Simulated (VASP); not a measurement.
# K (Im-3m) in VASP: a series of runs

K is run at these levels: PBEsol; tasks: single point.

Everything below comes from runs of VASP 6.6.1. Logs are shortened: lines on timing, memory, paths and dates and some standing lists are left out, and cuts for length are marked.

## (1) The cell of the first run

Symmetry: Im-3m, No. 229, cubic system. Conventional cell: a = 5.225 Å, b = 5.225 Å, c = 5.225 Å, α = 90.00°, β = 90.00°, γ = 90.00°.

## (2) Single point, PBEsol

INCAR reads:

```
PREC = Accurate
ENCUT = 520
EDIFF = 1E-6
ISMEAR = -1
SIGMA = 0.1
LREAL = False
LASPH = True
NELM = 100
ALGO = Normal
ISIF = 2
LWAVE = False
LCHARG = True
GGA = PS
LELF = True
LVHAR = True
NBANDS = 10
```

KPOINTS reads:

```
Automatic mesh
0
Gamma
  14 14 14
```

POSCAR reads:

```
K
1.0
   -2.6125000000      2.6125000000      2.6125000000
    2.6125000000     -2.6125000000      2.6125000000
    2.6125000000      2.6125000000     -2.6125000000
K
1
Direct
    0.0000000000      0.0000000000      0.0000000000
```

Potentials or basis: VASP PAW PBE potentials, release 64 (K_sv).

On the command line:

```bash
$ cat potpaw_PBE.64/K_sv/POTCAR > POTCAR
$ mpirun -np 1 vasp_std > vasp.out
```

OUTCAR:

```text
PREC = Accurate
   ENCUT = 520
   EDIFF = 1E-6
   ISMEAR = -1
   LREAL = False
   LASPH = True
   NELM = 100
   ISIF = 2
   GGA = PS

 ion  position               nearest neighbor table
   1  0.000  0.000  0.000-

  LATTYP: Found a body centered cubic cell.
 ALAT       =     5.2250000000

  Lattice vectors:

 A1 = (  -2.6125000000,   2.6125000000,   2.6125000000)
 A2 = (   2.6125000000,  -2.6125000000,   2.6125000000)
 A3 = (   2.6125000000,   2.6125000000,  -2.6125000000)

Analysis of symmetry for initial positions (statically):
=====================================================================
 Subroutine PRICEL returns:
 Original cell was already a primitive cell.

 Routine SETGRP: Setting up the symmetry group for a
 body centered cubic supercell.

 Subroutine GETGRP returns: Found 48 space group operations
 (whereof 48 operations were pure point group operations)
 out of a pool of 48 trial point group operations.

The static configuration has the point symmetry O_h .

Analysis of symmetry for dynamics (positions and initial velocities):
=====================================================================
 Subroutine PRICEL returns:
 Original cell was already a primitive cell.

 Routine SETGRP: Setting up the symmetry group for a
 body centered cubic supercell.

 Subroutine GETGRP returns: Found 48 space group operations
 (whereof 48 operations were pure point group operations)
 out of a pool of 48 trial point group operations.

The dynamic configuration has the point symmetry O_h .

 Subroutine INISYM returns: Found 48 space group operations
 (whereof 48 operations are pure point group operations),
 and found     1 'primitive' translations

----------------------------------------------------------------------------------------

                                     Primitive cell

  volume of cell :      71.3229

  direct lattice vectors                    reciprocal lattice vectors
    -2.612500000  2.612500000  2.612500000     0.000000000  0.191387560  0.191387560
     2.612500000 -2.612500000  2.612500000     0.191387560  0.000000000  0.191387560
     2.612500000  2.612500000 -2.612500000     0.191387560  0.191387560  0.000000000

  length of vectors
     4.524982735  4.524982735  4.524982735     0.270662883  0.270662883  0.270662883

  position of ions in fractional coordinates (direct lattice)
     0.000000000  0.000000000  0.000000000

  ion indices of the primitive-cell ions
   primitive index   ion index
                 1           1

----------------------------------------------------------------------------------------

 KPOINTS: Automatic mesh

Automatic generation of k-mesh.
 Grid dimensions read from file:
 generate k-points for:   14   14   14

 Generating k-lattice:

  Cartesian coordinates                     Fractional coordinates (reciprocal lattice)
     0.000000000  0.013670540  0.013670540     0.071428571  0.000000000  0.000000000
     0.013670540  0.000000000  0.013670540     0.000000000  0.071428571  0.000000000
     0.013670540  0.013670540  0.000000000     0.000000000  0.000000000  0.071428571

  Length of vectors
     0.019333063  0.019333063  0.019333063

  Shift w.r.t. Gamma in fractional coordinates (k-lattice)
     0.000000000  0.000000000  0.000000000

 Subroutine IBZKPT returns following result:
 ===========================================

 Found    104 irreducible k-points:

 Following reciprocal coordinates:
            Coordinates               Weight
  0.000000  0.000000  0.000000      1.000000
  0.071429  0.000000  0.000000     12.000000
  0.142857  0.000000  0.000000     12.000000
  0.214286  0.000000  0.000000     12.000000
  0.285714  0.000000  0.000000     12.000000
  0.357143  0.000000  0.000000     12.000000
[... 16 lines left out ...]
  0.285714  0.285714  0.000000     24.000000
  0.357143  0.285714  0.000000     24.000000
 [... further k-points ...]
   k-points           NKPTS =    104   k-points in BZ     NKDIM =    104   number of bands    NBANDS=     10
   number of dos      NEDOS =    301   number of ions     NIONS =      1
   total plane-waves  NPLWV =  46656
   dimension x,y,z NGX =    36 NGY =   36 NGZ =   36
   dimension x,y,z NGXF=    72 NGYF=   72 NGZF=   72
   ions per type =               1
   NGX,Y,Z   is equivalent  to a cutoff of  13.23, 13.23, 13.23 a.u.
   NGXF,Y,Z  is equivalent  to a cutoff of  26.45, 26.45, 26.45 a.u.
 SYSTEM =  unknown system
   PREC   = accura    normal or accurate (medium, high low for compatibility)
   ISTART =      0    job   : 0-new  1-cont  2-samecut
   ICHARG =      2    charge: 1-file 2-atom 10-const
   ISPIN  =      1    spin polarized calculation?
   LNONCOLLINEAR =      F non collinear calculations
   LSORBIT =      F    spin-orbit coupling
   LASPH  =      T    aspherical Exc in radial PAW
   ENCUT  =  520.0 eV  38.22 Ry    6.18 a.u.   8.41  8.41  8.41*2*pi/ulx,y,z
   NELM   =    100;   NELMIN=  2; NELMDL= -5     # of ELM steps
   EDIFF  = 0.1E-05   stopping-criterion for ELM
   LREAL  =      F    real-space projection
   EDIFFG = 0.1E-04   stopping-criterion for IOM
   NSW    =      0    number of steps for IOM
   IBRION =     -1    ionic relax: 0-MD 1-quasi-New 2-CG
   NFREE  =      0    steps in history (QN), initial steepest desc. (CG)
   ISIF   =      2    stress and relaxation
   ISYM   =      2    0-nonsym 1-usesym 2-fastsym
   POTIM  = 0.5000    time-step for ionic-motion
   TEBEG  =    0.0;   TEEND  =   0.0 temperature during run
   PSTRESS=    0.0 pullay stress
   NELECT =       9.0000    total number of electrons
   NUPDOWN=      -1.0000    fix difference up-down
   EMIN   =  10.00;   EMAX   =-10.00  energy-range for DOS
   EFERMI =   0.00;   METHOD = LEGACY
   ISMEAR =    -1;   SIGMA  =   0.10  broadening in eV -4-tet -1-fermi 0-gaus
   EFERMI_NEDOS =   21; number of points for ismear=-14 and -15
   IALGO  =     38    algorithm
   IMIX   =      4    mixing-type and parameters
     AMIX     =   0.40;   BMIX     =  1.00
     AMIX_MAG =   1.60;   BMIX_MAG =  1.00
  volume/ion in A,a.u.               =      71.32       481.31
  Fermi-wavevector in a.u.,A,eV,Ry     =   0.821131  1.551714  9.173822  0.674257
  Thomas-Fermi vector in A             =   1.932236
   LORBIT       =      0    0 simple, 1 ext, 2 COOP (PROOUT), +10 PAW based schemes
   GGA     = PS    functional components
   LHFCALC =     F    Hartree Fock is set to
   AEXX    =    0.0000 exact exchange contribution
   IVDW    =     0    specifies the selected vdW correction
   LEPSILON=     F    determine dielectric tensor
   LRPA    =     F    only Hartree local field effects (RPA)
 non-spin polarized calculation
  energy-cutoff  :      520.00
  volume of cell :       71.32
 maximum number of plane-waves:      1961
 NGX is ok and might be reduce to    36
   NGX = 17   NGY = 17   NGZ = 17

 number of electron       9.0000000 magnetization

 Free energy of the ion-electron system (eV)
  ---------------------------------------------------
  ext. energy  EPLUGINS =         0.00000000
  ---------------------------------------------------
  free energy    TOTEN  =        -1.14602942 eV

  energy without entropy =       -1.12082421  energy(sigma->0) =       -1.13342682

 E-fermi :  -0.1010     XC(G=0):  -5.7733

 val. band max:       -0.1231100634   @ k =   0.2857   0.2143  -0.0000
 cond. band min:      -0.0800089735   @ k =   0.3571   0.0714   0.0714
 fundamental gap:      0.0431010898
 Fermi energy:        -0.1010291909

 k-point     1 :       0.0000    0.0000    0.0000
  band No.  band energies     occupation
      1     -32.0741      2.00000
      2     -15.5818      2.00000
      3     -15.5818      2.00000
      4     -15.5818      2.00000
      5      -2.3031      2.00000
      6       4.2252      0.00000
      7       4.2252      0.00000
      8       4.2252      0.00000
      9       5.1652      0.00000
     10       5.1652      0.00000

 k-point     2 :       0.0714    0.0000    0.0000
  band No.  band energies     occupation
      1     -32.0739      2.00000
      2     -15.5856      2.00000
      3     -15.5830      2.00000
      4     -15.5817      2.00000
      5      -2.2379      2.00000
      6       4.1334      0.00000
      7       4.1385      0.00000
      8       4.2778      0.00000
      9       5.0346      0.00000
     10       5.1473      0.00000

 k-point     3 :       0.1429    0.0000    0.0000
  band No.  band energies     occupation
      1     -32.0732      2.00000
      2     -15.5964      2.00000
      3     -15.5866      2.00000
      4     -15.5817      2.00000
      5      -2.0445      2.00000
      6       3.7684      0.00000
      7       3.9239      0.00000
      8       4.4346      0.00000
      9       4.9137      0.00000
     10       5.1137      0.00000

 k-point     4 :       0.2143    0.0000    0.0000
  band No.  band energies     occupation
      1     -32.0723      2.00000
      2     -15.6119      2.00000
      3     -15.5918      2.00000
      4     -15.5817      2.00000
      5      -1.7297      2.00000
      6       3.1816      0.00000
      7       3.6647      0.00000
      8       4.6922      0.00000
      9       4.9456      0.00000
     10       5.1042      0.00000

 k-point     5 :       0.2857    0.0000    0.0000
  band No.  band energies     occupation
      1     -32.0712      2.00000
      2     -15.6289      2.00000
      3     -15.5975      2.00000
      4     -15.5817      2.00000
      5      -1.3045      1.99999
      6       2.5225      0.00000
      7       3.4228      0.00000
      8       5.0076      0.00000
      9       5.0448      0.00000
     10       5.1527      0.00000

 k-point     6 :       0.3571    0.0000    0.0000
  band No.  band energies     occupation
      1     -32.0702      2.00000
      2     -15.6441      2.00000
      3     -15.6026      2.00000
      4     -15.5817      2.00000
      5      -0.7846      1.99785
      6       1.8443      0.00000
      7       3.2332      0.00000
      8       4.9894      0.00000
      9       5.2793      0.00000
     10       5.4848      0.00000
[... 183 lines left out ...]
 k-point    21 :       0.2857    0.2143   -0.0000
  band No.  band energies     occupation
      1     -32.0693      2.00000
      2     -15.6451      2.00000
      3     -15.6131      2.00000
      4     -15.5892      2.00000
      5      -0.1231      1.10996
      6       1.6874      0.00000
      7       2.4060      0.00000
      8       4.7053      0.00000
      9       5.0816      0.00000
     10       5.7191      0.00000

 k-point    22 :       0.3571    0.2143    0.0000
  band No.  band energies     occupation
      1     -32.0689      2.00000
      2     -15.6473      2.00000
      3     -15.6183      2.00000
      4     -15.5896      2.00000
      5       0.4774      0.00613
      6       1.1003      0.00001
      7       2.2797      0.00000
      8       4.5504      0.00000
      9       5.3140      0.00000
     10       5.6065      0.00000

 k-point    23 :       0.2857    0.2857    0.0000
  band No.  band energies     occupation
      1     -32.0689      2.00000
      2     -15.6430      2.00000
      3     -15.6225      2.00000
      4     -15.5907      2.00000
      5       0.4333      0.00952
      6       1.4584      0.00000
      7       1.9271      0.00000
      8       4.5988      0.00000
      9       5.1356      0.00000
     10       5.5929      0.00000

 k-point    24 :       0.3571    0.2857    0.0000
  band No.  band energies     occupation
      1     -32.0687      2.00000
      2     -15.6400      2.00000
      3     -15.6283      2.00000
      4     -15.5911      2.00000
      5       0.9713      0.00004
      6       1.0527      0.00002
      7       1.7392      0.00000
      8       4.5442      0.00000
      9       5.2747      0.00000
     10       5.4207      0.00000

 [... further k-points ...]

------------------------ aborting loop because EDIFF is reached ----------------------------------------

  FORCE on cell =-STRESS in cart. coord.  units (eV):
  Direction    XX          YY          ZZ          XY          YZ          ZX
  --------------------------------------------------------------------------------------
  -------------------------------------------------------------------------------------
  Total       -0.0096371     -0.0096371     -0.0096371     -0.0000000      0.0000000      0.0000000
  in kB       -0.2164853     -0.2164853     -0.2164853     -0.0000000      0.0000000      0.0000000
  external PRESSURE =      -0.2164853 kB  Pullay stress =       0.0000000 kB

 VOLUME and BASIS-vectors are now :
 -----------------------------------------------------------------------------
  energy-cutoff  :      520.00
  volume of cell :       71.32
      direct lattice vectors                 reciprocal lattice vectors
    -2.612500000  2.612500000  2.612500000     0.000000000  0.191387560  0.191387560
     2.612500000 -2.612500000  2.612500000     0.191387560  0.000000000  0.191387560
     2.612500000  2.612500000 -2.612500000     0.191387560  0.191387560  0.000000000

 POSITION                                       TOTAL-FORCE (eV/Angst)
 -----------------------------------------------------------------------------------
      0.00000      0.00000      0.00000        -0.000000      0.000000     -0.000000
 -----------------------------------------------------------------------------------
    total drift:                               -0.000000      0.000000      0.000000

  FREE ENERGIE OF THE ION-ELECTRON SYSTEM (eV)
  ---------------------------------------------------
  free  energy   TOTEN  =        -1.1460294234 eV

  energy  without entropy=       -1.1208242086  energy(sigma->0) =       -1.13342682
```

It took 78 s on 1 thread of Intel Xeon Platinum 8488C (Sapphire Rapids), shared host; peak memory 0.24 GiB.

Results:

* Free energy: -1.1460 eV
* Pressure: 0.0 GPa
* Band gap on the k mesh: zero (an odd number of electrons rules out a gap without spin polarisation)

Levels at points of the mesh, in eV from the Fermi level:
| k point | band 2 | band 3 | band 4 | band 5 | band 6 | band 7 |
| --- | --- | --- | --- | --- | --- | --- |
| (0.00, 0.00, 0.00) | -15.48 | -15.48 | -15.48 | -2.20 | 4.33 | 4.33 |
| (0.50, 0.00, 0.00) | -15.56 | -15.51 | -15.48 | 0.44 | 0.70 | 3.17 |
| (0.50, 0.50, 0.50) | -15.54 | -15.54 | -15.54 | 1.66 | 1.66 | 3.55 |

Caveat: the PAW data sets were made with another functional, which shifts forces and pressure a little.

## (3) Single point, PBEsol (71.32 Å³/atom)

INCAR reads:

```
SYSTEM = K
  PREC = Accurate
  ENCUT = 520
  EDIFF = 1E-6
  ISMEAR = -1
  SIGMA = 0.1
  LREAL = .FALSE.
  LASPH = .TRUE.
  NELM = 100
  ALGO = Normal
  ISIF = 2
  LWAVE = .FALSE.
  LCHARG = .TRUE.
  GGA = PS
  LELF = .TRUE.
  LVHAR = .TRUE.
  NBANDS = 10
```

KPOINTS reads:

```
Automatic mesh
0
G
  14 14 14
  0 0 0
```

POSCAR is that of step 2.

Potentials or basis: VASP PAW PBE potentials, release 64 (K_sv).

On the command line:

```bash
$ cat potpaw_PBE.64/K_sv/POTCAR > POTCAR
$ mpirun -np 1 vasp_std > vasp.out
```

Run time: 72 s. Hardware: 1 thread of Intel Xeon Platinum 8488C (Sapphire Rapids), shared host; peak memory 0.23 GiB.

It converged, with:

* Free energy: -1.1460 eV
* Pressure: 0.0 GPa
* Band gap on the k mesh: zero (an odd number of electrons rules out a gap without spin polarisation)

Levels at points of the mesh, in eV from the Fermi level:
```tsv
k point	band 2	band 3	band 4	band 5	band 6	band 7
(0.00, 0.00, 0.00)	-15.48	-15.48	-15.48	-2.20	4.33	4.33
(0.50, 0.00, 0.00)	-15.56	-15.51	-15.48	0.44	0.70	3.17
(0.50, 0.50, 0.50)	-15.54	-15.54	-15.54	1.66	1.66	3.55
```

Caveat: the PAW data sets were made with another functional, which shifts forces and pressure a little.

## (4) Single point, PBEsol (74.18 Å³/atom)

This run uses another cell than the first one, of 74.18 Å³/atom.

INCAR reads:

```
  ALGO = Normal
  EDIFF = 1E-6
  ENCUT = 520
  GGA = PS
  ISIF = 2
  ISMEAR = -1
  LASPH = T
  LCHARG = F
  LREAL = F
  LWAVE = F
  NBANDS = 10
  NELM = 100
  PREC = Accurate
  SIGMA = 0.1
```

KPOINTS reads:

```
k-points
0
Gamma
  14 14 14
```

POSCAR reads:

```
K
1.0
   -2.6468789425      2.6468789425      2.6468789425
    2.6468789425     -2.6468789425      2.6468789425
    2.6468789425      2.6468789425     -2.6468789425
K
1
Direct
    0.0000000000      0.0000000000      0.0000000000
```

On the command line:

```bash
$ cat potpaw_PBE.64/K_sv/POTCAR > POTCAR
$ mpirun -np 1 vasp_std > vasp.out
```

Wall time 46 s (1 thread of Intel Xeon Platinum 8488C (Sapphire Rapids), shared host); peak memory 0.23 GiB.

The run converged. Its results:

```yaml
Free_energy: -1.1447 eV
Pressure: -0.2 GPa
Band_gap_on_the_k_mesh: zero (an odd number of electrons rules out a gap without spin polarisation)
```

Levels at points of the mesh, in eV from the Fermi level:
| k point | band 1 | band 2 | band 3 | band 4 | band 5 | band 6 | band 7 | band 8 |
| --- | --- | --- | --- | --- | --- | --- | --- | --- |
| (0.00, 0.00, 0.00) | -32.00 | -15.51 | -15.51 | -15.51 | -2.15 | 4.29 | 4.29 | 4.29 |
| (0.50, 0.00, 0.00) | -31.99 | -15.58 | -15.53 | -15.51 | 0.44 | 0.68 | 3.16 | 4.86 |
| (0.50, 0.50, 0.50) | -31.99 | -15.56 | -15.56 | -15.56 | 1.68 | 1.68 | 3.45 | 3.45 |

Caveat: the PAW data sets were made with another functional, which shifts forces and pressure a little.

## (5) Single point, PBEsol (77.03 Å³/atom)

This run uses another cell than the first one, of 77.03 Å³/atom.

INCAR reads:

```
SYSTEM = K
ALGO = Normal
EDIFF = 1E-6
ENCUT = 520
GGA = PS
ISIF = 2
ISMEAR = -1
LASPH = .True.
LCHARG = .False.
LREAL = .False.
LWAVE = .False.
NBANDS = 10
NELM = 80
PREC = Accurate
SIGMA = 0.1
```

KPOINTS reads:

```
k-points
0
Gamma
  14 14 14
  0 0 0
```

POSCAR reads:

```
K
1.0
   -2.6803872964      2.6803872964      2.6803872964
    2.6803872964     -2.6803872964      2.6803872964
    2.6803872964      2.6803872964     -2.6803872964
K
1
Direct
    0.0000000000      0.0000000000      0.0000000000
```

On the command line:

```bash
$ cat potpaw_PBE.64/K_sv/POTCAR > POTCAR
$ mpirun -np 1 vasp_std > vasp.out
```

Run time: 44 s. Hardware: 1 thread of Intel Xeon Platinum 8488C (Sapphire Rapids), shared host; peak memory 0.24 GiB.

It converged, with:

```yaml
Free_energy: -1.1411 eV
Pressure: -0.3 GPa
Band_gap_on_the_k_mesh: zero (an odd number of electrons rules out a gap without spin polarisation)
```

Levels at points of the mesh, in eV from the Fermi level:
```csv
k point,band 2,band 3,band 4,band 5,band 6,band 7
"(0.00, 0.00, 0.00)",-15.54,-15.54,-15.54,-2.09,4.25,4.25
"(0.50, 0.00, 0.00)",-15.60,-15.56,-15.54,0.44,0.66,3.15
"(0.50, 0.50, 0.50)",-15.58,-15.58,-15.58,1.70,1.70,3.35
```

Caveat: the PAW data sets were made with another functional, which shifts forces and pressure a little.

## (6) Single point, PBEsol (79.88 Å³/atom)

This run uses another cell than the first one, of 79.88 Å³/atom.

INCAR reads:

```
PREC = Accurate ; ENCUT = 520
EDIFF = 1E-6 ; ISMEAR = -1
SIGMA = 0.1 ; LREAL = False
LASPH = True ; NELM = 60
ALGO = Normal ; ISIF = 2
LWAVE = False ; LCHARG = False
GGA = PS ; NBANDS = 10
```

KPOINTS reads:

```
regular mesh
0
Gamma
  14 14 14
```

POSCAR reads:

```
K
1.0
   -2.7130781682      2.7130781682      2.7130781682
    2.7130781682     -2.7130781682      2.7130781682
    2.7130781682      2.7130781682     -2.7130781682
K
1
Direct
    0.0000000000      0.0000000000      0.0000000000
```

Potentials or basis: VASP PAW PBE potentials, release 64 (K_sv).

On the command line:

```bash
$ cat potpaw_PBE.64/K_sv/POTCAR > POTCAR
$ mpirun -np 1 vasp_std > vasp.out
```

Wall time 43 s (1 thread of Intel Xeon Platinum 8488C (Sapphire Rapids), shared host); peak memory 0.24 GiB.

Results (log left out):

- Free energy: -1.1358 eV
- Pressure: -0.4 GPa
- Band gap on the k mesh: zero (an odd number of electrons rules out a gap without spin polarisation)

Levels at points of the mesh, in eV from the Fermi level:
| k point | band 1 | band 2 | band 3 | band 4 | band 5 | band 6 | band 7 | band 8 |
| --- | --- | --- | --- | --- | --- | --- | --- | --- |
| (0.00, 0.00, 0.00) | -32.05 | -15.57 | -15.57 | -15.57 | -2.04 | 4.21 | 4.21 | 4.21 |
| (0.50, 0.00, 0.00) | -32.05 | -15.62 | -15.58 | -15.57 | 0.44 | 0.65 | 3.13 | 4.69 |
| (0.50, 0.50, 0.50) | -32.05 | -15.60 | -15.60 | -15.60 | 1.71 | 1.71 | 3.26 | 3.26 |

Caveat: the PAW data sets were made with another functional, which shifts forces and pressure a little.

## (7) Summary

```csv
cell,gap on the mesh (eV),pressure (GPa)
"a = 4.525 Å, angles 109.5°, 1 atom",none,0.0
"a = 4.585 Å, angles 109.5°, 1 atom",none,-0.2
"a = 4.643 Å, angles 109.5°, 1 atom",none,-0.3
"a = 4.699 Å, angles 109.5°, 1 atom",none,-0.4
```

Alike in all rows: task single point; level PBEsol; potentials or basis VASP PAW PBE potentials, release 64 (K_sv); no spin polarisation; k mesh 14 × 14 × 14; cutoff (eV) 520; smearing fermi-dirac 0.1 eV.

Caveats: the PAW data sets were made with another functional, which shifts forces and pressure a little.

Absolute energies hang on the potentials; compare differences alone.
